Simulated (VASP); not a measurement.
# W in VASP: a series of runs

The runs below take W through relaxation of shape and atoms at fixed volume, with PBE.

Program: VASP 6.6.1. These are calculated values, not measurements. Logs are shortened: lines on timing, memory, paths and dates and some standing lists are left out, and cuts for length are marked.

**1. The cell of the first run**

The typed cell holds 1 atom: a = 3.085 Å, b = 2.672 Å, c = 2.672 Å, α = 70.53°, β = 54.73°, γ = 54.74°.

**2. Relaxation of shape and atoms at fixed volume, PBE (14.68 Å³/atom)**

File INCAR:

```
SYSTEM = W
PREC = Accurate
ENCUT = 500
EDIFF = 1E-7
ISMEAR = 0
SIGMA = 0.1
LREAL = .FALSE.
LASPH = .TRUE.
NELM = 120
ALGO = Normal
ISIF = 4
LWAVE = .FALSE.
LCHARG = .FALSE.
GGA = PE
IBRION = 2
NSW = 50
EDIFFG = -0.01
GGA_COMPAT = .FALSE.
NELMIN = 4
```

File KPOINTS:

```
regular mesh
0
G
  24 24 24
  0 0 0
```

File POSCAR:

```
W
1.0
    0.0000000000      2.1816630766      2.1814855449
    1.5425734114      0.0000000000      2.1814855449
    1.5425734114      2.1816630766      0.0000000000
W
1
Direct
    0.0000000000      0.0000000000      0.0000000000
```

Potentials or basis: VASP PAW PBE potentials, release 64 (W_sv).

Launch:

```bash
cat potpaw_PBE.64/W_sv/POTCAR > POTCAR
mpirun -np 1 vasp_std > vasp.out
```

OUTCAR:

```text
SYSTEM = W
   PREC = Accurate
   ENCUT = 500
   EDIFF = 1E-7
   ISMEAR = 0
   LREAL = .FALSE.
   LASPH = .TRUE.
   NELM = 120
   ISIF = 4
   GGA = PE
   IBRION = 2
   NSW = 50
   EDIFFG = -0.01
   NELMIN = 4

 ion  position               nearest neighbor table
   1  0.000  0.000  0.000-

  LATTYP: Found a face centered orthorhombic cell.
 ALAT       =     3.0851468228
 B/A-ratio  =     1.4141858849
 C/A-ratio  =     1.4143009730

  Lattice vectors:

 A1 = (   0.0000000000,   2.1816630766,  -2.1814855449)
 A2 = (   1.5425734114,   2.1816630766,   0.0000000000)
 A3 = (   1.5425734114,   0.0000000000,  -2.1814855449)

Analysis of symmetry for initial positions (statically):
=====================================================================
 Subroutine PRICEL returns:
 Original cell was already a primitive cell.

 Routine SETGRP: Setting up the symmetry group for a
 face centered orthorhombic supercell.

 Subroutine GETGRP returns: Found  8 space group operations
 (whereof  8 operations were pure point group operations)
 out of a pool of  8 trial point group operations.

The static configuration has the point symmetry D_2h.

Analysis of symmetry for dynamics (positions and initial velocities):
=====================================================================
 Subroutine PRICEL returns:
 Original cell was already a primitive cell.

 Routine SETGRP: Setting up the symmetry group for a
 face centered orthorhombic supercell.

 Subroutine GETGRP returns: Found  8 space group operations
 (whereof  8 operations were pure point group operations)
 out of a pool of  8 trial point group operations.

The dynamic configuration has the point symmetry D_2h.

 Subroutine INISYM returns: Found  8 space group operations
 (whereof  8 operations are pure point group operations),
 and found     1 'primitive' translations

----------------------------------------------------------------------------------------

                                     Primitive cell

  volume of cell :      14.6830

  direct lattice vectors                    reciprocal lattice vectors
     0.000000000  2.181663077  2.181485545    -0.324133682  0.229182959  0.229201610
     1.542573411  0.000000000  2.181485545     0.324133682 -0.229182959  0.229201610
     1.542573411  2.181663077  0.000000000     0.324133682  0.229182959 -0.229201610

  length of vectors
     3.085211980  2.671780663  2.671925618     0.458389410  0.458389410  0.458389410

  position of ions in fractional coordinates (direct lattice)
     0.000000000  0.000000000  0.000000000

  ion indices of the primitive-cell ions
   primitive index   ion index
                 1           1

----------------------------------------------------------------------------------------

 KPOINTS: regular mesh

Automatic generation of k-mesh.
 Grid dimensions read from file:
 generate k-points for:   24   24   24

 Generating k-lattice:

  Cartesian coordinates                     Fractional coordinates (reciprocal lattice)
    -0.013505570  0.009549290  0.009550067     0.041666667  0.000000000  0.000000000
     0.013505570 -0.009549290  0.009550067     0.000000000  0.041666667  0.000000000
     0.013505570  0.009549290 -0.009550067     0.000000000  0.000000000  0.041666667

  Length of vectors
     0.019099559  0.019099559  0.019099559

  Shift w.r.t. Gamma in fractional coordinates (k-lattice)
     0.000000000  0.000000000  0.000000000

 Subroutine IBZKPT returns following result:
 ===========================================

 Found   1963 irreducible k-points:

 Following reciprocal coordinates:
            Coordinates               Weight
  0.000000  0.000000  0.000000      1.000000
  0.041667  0.000000  0.000000      8.000000
  0.083333 -0.000000 -0.000000      8.000000
  0.125000  0.000000  0.000000      8.000000
  0.166667  0.000000  0.000000      8.000000
  0.208333  0.000000  0.000000      8.000000
[... 16 lines left out ...]
  0.416667  0.041667 -0.000000      8.000000
  0.458333  0.041667  0.000000      8.000000
 [... further k-points ...]
   k-points           NKPTS =   1963   k-points in BZ     NKDIM =   1963   number of bands    NBANDS=     11
   number of dos      NEDOS =    301   number of ions     NIONS =      1
   total plane-waves  NPLWV =   9600
   dimension x,y,z NGX =    24 NGY =   20 NGZ =   20
   dimension x,y,z NGXF=    48 NGYF=   40 NGZF=   40
   ions per type =               1
   NGX,Y,Z   is equivalent  to a cutoff of  12.93, 12.44, 12.44 a.u.
   NGXF,Y,Z  is equivalent  to a cutoff of  25.86, 24.89, 24.89 a.u.
 SYSTEM =  W
   PREC   = accura    normal or accurate (medium, high low for compatibility)
   ISTART =      0    job   : 0-new  1-cont  2-samecut
   ICHARG =      2    charge: 1-file 2-atom 10-const
   ISPIN  =      1    spin polarized calculation?
   LNONCOLLINEAR =      F non collinear calculations
   LSORBIT =      F    spin-orbit coupling
   LASPH  =      T    aspherical Exc in radial PAW
   ENCUT  =  500.0 eV  36.75 Ry    6.06 a.u.   5.63  4.87  4.87*2*pi/ulx,y,z
   NELM   =    120;   NELMIN=  4; NELMDL= -5     # of ELM steps
   EDIFF  = 0.1E-06   stopping-criterion for ELM
   LREAL  =      F    real-space projection
   EDIFFG = -.1E-01   stopping-criterion for IOM
   NSW    =     50    number of steps for IOM
   IBRION =      2    ionic relax: 0-MD 1-quasi-New 2-CG
   NFREE  =      1    steps in history (QN), initial steepest desc. (CG)
   ISIF   =      4    stress and relaxation
   ISYM   =      2    0-nonsym 1-usesym 2-fastsym
   POTIM  = 0.5000    time-step for ionic-motion
   TEBEG  =    0.0;   TEEND  =   0.0 temperature during run
   PSTRESS=    0.0 pullay stress
   NELECT =      14.0000    total number of electrons
   NUPDOWN=      -1.0000    fix difference up-down
   EMIN   =  10.00;   EMAX   =-10.00  energy-range for DOS
   EFERMI =   0.00;   METHOD = LEGACY
   ISMEAR =     0;   SIGMA  =   0.10  broadening in eV -4-tet -1-fermi 0-gaus
   EFERMI_NEDOS =   21; number of points for ismear=-14 and -15
   IALGO  =     38    algorithm
   IMIX   =      4    mixing-type and parameters
     AMIX     =   0.40;   BMIX     =  1.00
     AMIX_MAG =   1.60;   BMIX_MAG =  1.00
  volume/ion in A,a.u.               =      14.68        99.09
  Fermi-wavevector in a.u.,A,eV,Ry     =   1.611309  3.044933 35.325042  2.596317
  Thomas-Fermi vector in A             =   2.706720
   LORBIT       =      0    0 simple, 1 ext, 2 COOP (PROOUT), +10 PAW based schemes
   GGA     = PE    functional components
   LHFCALC =     F    Hartree Fock is set to
   AEXX    =    0.0000 exact exchange contribution
   IVDW    =     0    specifies the selected vdW correction
   LEPSILON=     F    determine dielectric tensor
   LRPA    =     F    only Hartree local field effects (RPA)
 conjugate gradient relaxation of ions
 non-spin polarized calculation
 Gauss-broadening in eV      SIGMA  =   0.10
  energy-cutoff  :      500.00
  volume of cell :       14.68
 maximum number of plane-waves:       384
   NGX = 11   NGY =  9   NGZ =  9

 number of electron      14.0000000 magnetization

 Free energy of the ion-electron system (eV)
  ---------------------------------------------------
  ext. energy  EPLUGINS =         0.00000000
  ---------------------------------------------------
  free energy    TOTEN  =       -12.80461398 eV

  energy without entropy =      -12.80280378  energy(sigma->0) =      -12.80370888

 E-fermi :  12.6715     XC(G=0): -14.0800

 val. band max:       12.6582524073   @ k =  -0.2500   0.2083   0.2083
 cond. band min:      12.6901871992   @ k =   0.0000   0.2917   0.2917
 fundamental gap:      0.0319347919
 Fermi energy:        12.6715222349

 k-point     1 :       0.0000    0.0000    0.0000
  band No.  band energies     occupation
      1     -61.5051      2.00000
      2     -24.9355      2.00000
      3     -24.9353      2.00000
      4     -24.9352      2.00000
      5       2.5330      2.00000
      6      11.2194      2.00000
      7      11.2199      2.00000
      8      11.2209      2.00000
      9      15.0305      0.00000
     10      15.0309      0.00000
     11      27.2685      0.00000

 k-point     2 :       0.0417    0.0000    0.0000
  band No.  band energies     occupation
      1     -61.5019      2.00000
      2     -24.9664      2.00000
      3     -24.9448      2.00000
      4     -24.9355      2.00000
      5       2.6263      2.00000
      6      11.1612      2.00000
      7      11.2078      2.00000
      8      11.3102      2.00000
      9      14.9297      0.00000
     10      15.0300      0.00000
     11      27.3536      0.00000

 k-point     3 :       0.0833   -0.0000   -0.0000
  band No.  band energies     occupation
      1     -61.4926      2.00000
      2     -25.0567      2.00000
      3     -24.9724      2.00000
      4     -24.9362      2.00000
      5       2.8999      2.00000
      6      10.9934      2.00000
      7      11.1602      2.00000
      8      11.5790      2.00000
      9      14.6808      0.00000
     10      15.0312      0.00000
     11      27.5870      0.00000

 k-point     4 :       0.1250    0.0000    0.0000
  band No.  band energies     occupation
      1     -61.4778      2.00000
      2     -25.1984      2.00000
      3     -25.0161      2.00000
      4     -24.9372      2.00000
      5       3.3330      2.00000
      6      10.7390      2.00000
      7      11.0528      2.00000
      8      12.0213      2.00000
      9      14.4108      0.00000
     10      15.0424      0.00000
     11      27.9047      0.00000
[... 239 lines left out ...]
 k-point    22 :       0.3750    0.0417   -0.0000
  band No.  band energies     occupation
      1     -61.3529      2.00000
      2     -26.2850      2.00000
      3     -25.3708      2.00000
      4     -24.9579      2.00000
      5       5.9284      2.00000
      6       9.0515      2.00000
      7      11.3249      2.00000
      8      14.8249      0.00000
      9      15.7047      0.00000
     10      17.0259      0.00000
     11      25.8906      0.00000

 k-point    23 :       0.4167    0.0417   -0.0000
  band No.  band energies     occupation
      1     -61.3355      2.00000
      2     -26.4245      2.00000
      3     -25.4197      2.00000
      4     -24.9593      2.00000
      5       5.9397      2.00000
      6       8.8564      2.00000
      7      12.0555      2.00000
      8      14.9978      0.00000
      9      15.8771      0.00000
     10      18.0760      0.00000
     11      25.1957      0.00000

 k-point    24 :       0.4583    0.0417    0.0000
  band No.  band energies     occupation
      1     -61.3232      2.00000
      2     -26.5219      2.00000
      3     -25.4540      2.00000
      4     -24.9603      2.00000
      5       5.8983      2.00000
      6       8.7229      2.00000
      7      12.7874      0.10119
      8      15.0314      0.00000
      9      16.0466      0.00000
     10      18.9592      0.00000
     11      24.6937      0.00000

 [... further k-points ...]

------------------------ aborting loop because EDIFF is reached ----------------------------------------

  FORCE on cell =-STRESS in cart. coord.  units (eV):
  Direction    XX          YY          ZZ          XY          YZ          ZX
  --------------------------------------------------------------------------------------
  -------------------------------------------------------------------------------------
  Total        3.2681866      3.2658160      3.2688624      0.0000000      0.0000000      0.0000000
  in kB      356.6166102    356.3579404    356.6903538      0.0000000      0.0000000      0.0000000
  external PRESSURE =     356.5549681 kB  Pullay stress =       0.0000000 kB

 VOLUME and BASIS-vectors are now :
 -----------------------------------------------------------------------------
  energy-cutoff  :      500.00
  volume of cell :       14.68
      direct lattice vectors                 reciprocal lattice vectors
     0.000000000  2.181663077  2.181485545    -0.324133682  0.229182959  0.229201610
     1.542573411  0.000000000  2.181485545     0.324133682 -0.229182959  0.229201610
     1.542573411  2.181663077  0.000000000     0.324133682  0.229182959 -0.229201610

 POSITION                                       TOTAL-FORCE (eV/Angst)
 -----------------------------------------------------------------------------------
      0.00000      0.00000      0.00000        -0.000000      0.000000      0.000000
 -----------------------------------------------------------------------------------
    total drift:                                0.000000     -0.000000      0.000000

  FREE ENERGIE OF THE ION-ELECTRON SYSTEM (eV)
  ---------------------------------------------------
  free  energy   TOTEN  =       -12.8046139816 eV

  energy  without entropy=      -12.8028037837  energy(sigma->0) =      -12.80370888

 reached required accuracy - stopping structural energy minimisation
```

Run time: 4.1 min. Hardware: 1 thread of Intel Xeon 8259CL, shared host; peak memory 0.4 GiB.

What came out:

* Free energy: -12.8046 eV
* Pressure after relaxing: 35.7 GPa
* Band gap on the k mesh: zero (bands 7 and 8 overlap by 7.11 eV)

Final structure:
```
CELL_PARAMETERS angstrom
0.00000 2.18166 2.18149
1.54257 0.00000 2.18149
1.54257 2.18166 0.00000
ATOMIC_POSITIONS crystal
W 0.00000 0.00000 0.00000
```

Caveat: the relaxation stopped at its first step, so nothing moved; spin-orbit coupling is left out, which moves the levels of the heavy elements.

**3. Relaxation of shape and atoms at fixed volume, PBE (15.17 Å³/atom)**

This run uses another cell than the first one, of 15.17 Å³/atom.

File INCAR:

```
PREC = Accurate
ENCUT = 500
EDIFF = 1E-7
ISMEAR = 0
SIGMA = 0.1
LREAL = F
LASPH = T
NELM = 120
ALGO = Normal
ISIF = 4
LWAVE = F
LCHARG = F
GGA = PE
IBRION = 2
NSW = 50
EDIFFG = -0.01
GGA_COMPAT = F
NELMIN = 4
```

File KPOINTS:

```
regular mesh
0
Gamma
  24 24 24
```

File POSCAR:

```
W
1.0
    0.0000000000      2.2053786637      2.2051992021
    1.5593418274      0.0000000000      2.2051992021
    1.5593418274      2.2053786637      0.0000000000
W
1
Direct
    0.0000000000      0.0000000000      0.0000000000
```

Potentials or basis: VASP PAW PBE potentials, release 64 (W_sv).

Launch:

```bash
cat potpaw_PBE.64/W_sv/POTCAR > POTCAR
mpirun -np 1 vasp_std > vasp.out
```

Wall time 5 min (1 thread of Intel Xeon 8259CL, shared host); peak memory 0.41 GiB.

It converged, with:

- Free energy: -12.8916 eV
- Pressure after relaxing: 22.1 GPa
- Band gap on the k mesh: zero (bands 7 and 8 overlap by 6.80 eV)

Final structure:
```xyz
1
Lattice="0.0000 2.2054 2.2052 1.5593 0.0000 2.2052 1.5593 2.2054 0.0000" Properties=species:S:1:pos:R:3 pbc="T T T"
W     0.0000    0.0000    0.0000
```

Levels at points of the mesh, in eV from the Fermi level:
```
           k point  band 4  band 5  band 6  band 7  band 8  band 9  band 10  band 11
(0.00, 0.00, 0.00)  -37.68   -9.95   -1.37   -1.37   -1.37    2.30     2.30    14.55
(0.50, 0.00, 0.00)  -37.69   -6.64   -3.86    0.78    2.22    3.26     6.49    11.53
(0.50, 0.50, 0.00)  -37.69   -6.64   -3.85    0.78    2.22    3.26     6.49    11.53
(0.50, 0.00, 0.50)  -37.69   -6.64   -3.85    0.78    2.23    3.26     6.49    11.53
(0.00, 0.50, 0.50)  -38.72   -6.27   -6.27    5.43    5.43    5.43     8.55     8.55
```

Caveat: the relaxation stopped at its first step, so nothing moved; spin-orbit coupling is left out, which moves the levels of the heavy elements.
